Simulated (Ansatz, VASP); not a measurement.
One calculation of InP, two programs

INCAR

```
SYSTEM = InP
  PREC = Accurate
  ENCUT = 520
  EDIFF = 1E-7
  ISMEAR = -1
  SIGMA = 0.03
  LREAL = .FALSE.
  LASPH = .TRUE.
  NELM = 80
  ALGO = Normal
  ISIF = 2
  LWAVE = .FALSE.
  LCHARG = .FALSE.
  GGA = PE
  NBANDS = 16
```

Contents of KPOINTS:

```
regular mesh
0
G
  11 11 11
  0 0 0
```

Contents of POSCAR:

```
InP
1.0
    0.0000000000      2.8739078358      2.8739078358
    2.8739078358      0.0000000000      2.8739078358
    2.8739078358      2.8739078358      0.0000000000
In P
1 1
Direct
    0.0000000000      0.0000000000      0.0000000000
    0.5000000000      0.5000000000      0.5000000000
```

Input for Ansatz:

```yaml
crystal:
  lattice:
    - [0.0, 2.8739078358, 2.8739078358]
    - [2.8739078358, 0.0, 2.8739078358]
    - [2.8739078358, 2.8739078358, 0.0]
  atoms:
    - { symbol: In, position: [0.0, 0.0, 0.0] }
    - { symbol: P, position: [0.5, 0.5, 0.5] }
kpoints:
  mp_grid: { grid: [11, 11, 11] }
  band_path:
    path:
      - [0.0, 0.0, 0.0]
      - [0.5, 0.0, 0.5]
      - [0.625, 0.25, 0.625]
      - [0.375, 0.375, 0.75]
      - [0.0, 0.0, 0.0]
      - [0.5, 0.5, 0.5]
      - [0.5, 0.25, 0.75]
      - [0.5, 0.0, 0.5]
    npoints: 5
scf:
  occupations: { method: fermi_dirac, width: 0.03 }
hamiltonian:
  xc: pbe
  pseudopotentials: { kind: all_electron, lapw: { basis_error: 0.00025 } }
output:
  forces: true
  stress: true
  eigenvalues: true
```

Change from the starting cell: volume scaled by 1.02.

Alike in both runs: task single point; functional PBE; k mesh 11 × 11 × 11; occupations fermi-dirac, width 0.03 eV; no spin polarisation.

|  | VASP | Ansatz |
| --- | --- | --- |
| version | VASP 6.6.1 | Ansatz 0.2.0 |
| potentials or method | VASP PAW PBE potentials, release 64 (In_d, P), cutoff 520 eV | all-electron LAPW, scalar-relativistic |

```tsv
	VASP	Ansatz	Ansatz less VASP
pressure (GPa)	-6.2	-6.2	+0.03
```

Ansatz ran all-electron here, and VASP with PAW potentials.
